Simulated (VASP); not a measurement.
**Cd: single point with PBE**

Crystal: Cd.

```
Cd
1.0
     3.23572    0.00000    0.00000
    -1.61786    2.80222    0.00000
     0.00000    0.00000   10.07716
Cd
4
Direct
  0.00000 0.00000 0.00000
  0.00000 0.00000 0.50000
  0.33333 0.66667 0.25000
  0.66667 0.33333 0.75000
```

```yaml
Program: VASP 6.6.1
Task: single point
Functional: PBE
Potentials_or_basis: VASP PAW PBE potentials, release 64 (Cd)
Cutoff: 520 eV
k_mesh: 6 × 6 × 2
Occupations: gaussian, width 0.1 eV
Spin: no spin polarisation
```

The pressure is 0.4 GPa and the band gap on the k mesh is zero (bands 24 and 25 overlap by 1.72 eV).

Stress tensor (GPa, compression positive):
```
0.46 0.00 0.00
0.00 0.46 0.00
0.00 0.00 0.19
```

Levels at points of the mesh, in eV from the Fermi level:
| k point | band 20 | band 21 | band 22 | band 23 | band 24 | band 25 | band 26 | band 27 | band 28 | band 29 |
| --- | --- | --- | --- | --- | --- | --- | --- | --- | --- | --- |
| (0.00, 0.00, 0.00) | -8.17 | -8.17 | -6.60 | -6.59 | -1.80 | -0.72 | 7.05 | 7.05 | 11.51 | 11.51 |
| (0.50, 0.00, 0.00) | -8.10 | -2.58 | -2.58 | -1.49 | -1.32 | -0.59 | -0.31 | 3.48 | 3.88 | 3.93 |
| (0.00, 0.00, 0.50) | -8.25 | -7.94 | -7.94 | -4.37 | -4.37 | 2.60 | 2.60 | 11.84 | 11.84 | 11.84 |
| (0.50, 0.00, 0.50) | -8.15 | -2.28 | -2.28 | -2.13 | -2.13 | 0.76 | 0.76 | 1.71 | 1.71 | 6.82 |

It took 29 s on 1 thread of Intel(R) Xeon(R) Platinum 8259CL CPU @ 2.50GHz (Skylake/Cascade Lake) (shared host), peak memory 0.2 GiB.

Caveat: the k points lie up to 0.37 Å⁻¹ apart, too coarse for converged energies and pressures of a metal.
